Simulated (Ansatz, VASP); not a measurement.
GaGe3 in VASP and in Ansatz

```
Ga Ge
1.0
     4.27847    0.00000    0.00000
     0.00000    4.27847    0.00000
     0.00000    0.00000    4.27847
Ga Ge
1 3
Direct
  0.00000 0.00000 0.00000
  0.00000 0.50000 0.50000
  0.50000 0.00000 0.50000
  0.50000 0.50000 0.00000
```

Alike in both runs: task single point; functional r2SCAN; k mesh 5 × 5 × 5; collinear spin.

|  | VASP | Ansatz |
| --- | --- | --- |
| version | VASP 6.6.1 | Ansatz 0.2.0 |
| potentials or method | VASP PAW PBE potentials, release 64 (Ga_d, Ge_d) | plane waves, PAW |
| plane-wave cutoff (eV) | 520 | 500 |
| occupations | methfessel-paxton of order 1, width 0.15 eV | cold, width 0.15 eV |
| valence electrons in the cell | 55 | 55 |

|  | VASP | Ansatz | Ansatz less VASP |
| --- | --- | --- | --- |
| net moment per atom (μB) | 0.00 | 0.00 | 0.000 |

VASP's potentials were made for PBE, not for r2SCAN. Ansatz's warnings: no starting moments, stability check not made.
